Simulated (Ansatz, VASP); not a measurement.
**Two plane-wave programs on Ba2IrWO6**

Contents of INCAR:

```
SYSTEM = Ba2IrWO6
PREC     = Accurate       ! precision mode
ENCUT    = 520            ! plane-wave cutoff, eV
EDIFF    = 1E-7           ! SCF threshold, eV
ISMEAR   = -4             ! smearing method
SIGMA    = 0.1            ! smearing width, eV
LREAL    = .False.        ! projectors in reciprocal space
LASPH    = .True.         ! aspherical terms in the spheres
NELM     = 100            ! most SCF steps
ALGO     = Normal         ! electronic algorithm
ISIF     = 2              ! what is computed and relaxed
LWAVE    = .False.        ! write WAVECAR
LCHARG   = .False.        ! write CHGCAR
GGA      = PE             ! functional
NBANDS   = 50             ! bands
```

KPOINTS

```
Automatic mesh
0
Gamma
  4 4 4
  0 0 0
```

File POSCAR:

```
Ba2IrWO6
1.0
    0.0000000000      5.5410670000      0.0000000000
    5.5410670000      0.0000000000      0.0000000000
    2.7705330000      2.7705330000     -4.3001970000
Ba Ir W O
2 1 1 6
Direct
    0.7500000000      0.2500000000      0.5000000000
    0.2500000000      0.7500000000      0.5000000000
    0.0000000000      0.0000000000      0.0000000000
    0.5000000000      0.5000000000      0.0000000000
    0.2380000000      0.2720000000      0.0000000000
    0.2720000000      0.7620000000      0.0000000000
    0.7620000000      0.7280000000      0.0000000000
    0.7280000000      0.2380000000      0.0000000000
    0.2800000000      0.2800000000      0.4400000000
    0.7200000000      0.7200000000      0.5600000000
```

Input for Ansatz:

```yaml
crystal:
  lattice:
    - [0.0, 5.541067, 0.0]
    - [5.541067, 0.0, 0.0]
    - [2.770533, 2.770533, -4.300197]
  atoms:
    - { symbol: Ba, position: [0.75, 0.25, 0.5] }
    - { symbol: Ba, position: [0.25, 0.75, 0.5] }
    - { symbol: Ir, position: [0.0, 0.0, 0.0] }
    - { symbol: W, position: [0.5, 0.5, 0.0] }
    - { symbol: O, position: [0.238, 0.272, 0.0] }
    - { symbol: O, position: [0.272, 0.762, 0.0] }
    - { symbol: O, position: [0.762, 0.728, 0.0] }
    - { symbol: O, position: [0.728, 0.238, 0.0] }
    - { symbol: O, position: [0.28, 0.28, 0.44] }
    - { symbol: O, position: [0.72, 0.72, 0.56] }
  symmetry: { tolerance: 0.0003 }
kpoints:
  mp_grid: { grid: [4, 4, 4], shift: [0, 0, 0] }
magnetization:
  spin_polarized: false
scf:
  occupations: { method: tetrahedron_uncorrected }
  initial_density: { chi_scale: 0.3 }
hamiltonian:
  pseudopotentials: { kind: paw }
  xc: pbe
basis:
  ecutwfc: 420
output:
  forces: true
  stress: true
  eigenvalues: true
```

Alike in both runs: task single point; functional PBE; k mesh 4 × 4 × 4; no spin polarisation.

```csv
,VASP,Ansatz
version,VASP 6.6.1,Ansatz 0.2.0
potentials or method,"VASP PAW PBE potentials, release 64 (Ba_sv, Ir, W_sv, O), cutoff 520 eV",PAW plane waves
occupations,tetrahedron,tetrahedron-uncorrected
valence electrons in the cell,79,87
```

```csv
,VASP,Ansatz,Ansatz less VASP
gap on the k mesh at the Fermi level (eV),none,none,-
pressure (GPa),14.9,12.2,-2.71
"traceless stress, the component that is largest in VASP (GPa)",2.33,2.60,+0.263
rms of the force components (eV/Å),0.352,0.316,-0.0355
```

Atom by atom the forces differ by 0.042 eV/Å (rms over components). A gap of «none» marks a metal or a gap that the smearing closes. VASP's potentials hold 79 valence electrons a cell and Ansatz's 87, so a difference there can come from the potentials and not from the codes. Ansatz's warnings: band table not solved further.

The k mesh is coarse, so the values compare programs but aren't converged. Spin-orbit coupling is off throughout.
